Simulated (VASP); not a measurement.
Here is a VASP 6.6.1 calculation.

Contents of INCAR:

```
SYSTEM = HfO2
  PREC = Accurate
  ENCUT = 520
  EDIFF = 1E-6
  ISMEAR = 0
  SIGMA = 0.05
  LREAL = .FALSE.
  LASPH = .TRUE.
  NELM = 100
  ALGO = Normal
  ISIF = 2
  LWAVE = .FALSE.
  LCHARG = .FALSE.
  GGA = PE
  NBANDS = 31
```

File KPOINTS:

```
Automatic mesh
0
G
  6 6 4
  0 0 0
```

File POSCAR:

```
HfO2
1.0
    3.4516388030      0.0158232476      0.0009251294
   -0.0174176140      3.8079047405     -0.0022570322
   -0.0013971848      0.0030536469      5.2091833799
Hf O
2 4
Direct
    0.5000002155      0.5532930559      0.4883044229
   -0.0000004243      0.0532944805      0.0116969562
   -0.0000015958      0.4008442680      0.6802621738
    0.5000009541     -0.0991611946      0.8197360986
    0.5000019454      0.0458623084      0.3061283953
   -0.0000010948      0.5458670819      0.1938719533
```

Potentials or basis: VASP PAW PBE potentials, release 64 (Hf_pv, O).

Command:

```bash
$ cat potpaw_PBE.64/Hf_pv/POTCAR potpaw_PBE.64/O/POTCAR > POTCAR
$ mpirun -np 1 vasp_std > vasp.out
```

**Question.** Estimate the pressure.

**Answer.** -3.1 GPa.

**Question.** Predict the band gap on the k mesh.

**Answer.** 3.81 eV (least direct gap 4.16 eV).

**Question.** Predict the largest force.

**Answer.** 0.040 eV/Å.

Forces on the atoms (eV/Å):
```
Hf   0.000 -0.031  0.001
Hf   0.000 -0.031  0.000
O    0.000  0.024 -0.032
O    0.000  0.024  0.032
O    0.000  0.007 -0.007
O    0.000  0.007  0.007
```

Caveat: the cell stands under tension; spin-orbit coupling is left out, which moves the levels of the heavy elements. A k mesh can miss the band edges.
